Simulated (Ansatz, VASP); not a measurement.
Two plane-wave programs on Al3Si2F

```
Al Si F
1.0
     2.83925    0.00000    0.00000
     0.00000    3.83809    0.00000
     0.00000    0.00000    9.30240
Al Si F
3 2 1
Direct
  0.50000 0.00000 0.98083
  0.50000 0.00000 0.26412
  0.50000 0.50000 0.62372
  0.00000 0.50000 0.86341
  0.00000 0.00000 0.50469
  0.50000 0.50000 0.26322
```

Change from the starting cell: species swapped into the Nd2Al3Ga type (Pmm2, No. 25).

Alike in both runs: functional PBE; k mesh 12 × 8 × 4; occupations gaussian, width 0.1 eV; no spin polarisation.

Ansatz relaxed the structure, and its values are those at the end. VASP's run is a single point on that final structure, the one shown.

|  | VASP | Ansatz |
| --- | --- | --- |
| version | VASP 6.6.1 | Ansatz 0.2.0 |
| potentials or method | VASP PAW PBE potentials, release 64 (Al, Si, F), cutoff 520 eV | scalar-relativistic, plane waves, PAW |
| valence electrons in the cell | 24 | 24 |

Ansatz gave:

```
gap on the k mesh at the Fermi level (eV) : none
pressure (GPa)                            : 0.0
```

Task: Estimate VASP's values.

Result: gap on the k mesh at the Fermi level (eV): none; pressure (GPa): -0.1.

A gap of «none» marks a metal or a gap that the smearing closes. With one functional, cell and mesh, what is left measures potentials, basis and numerics.
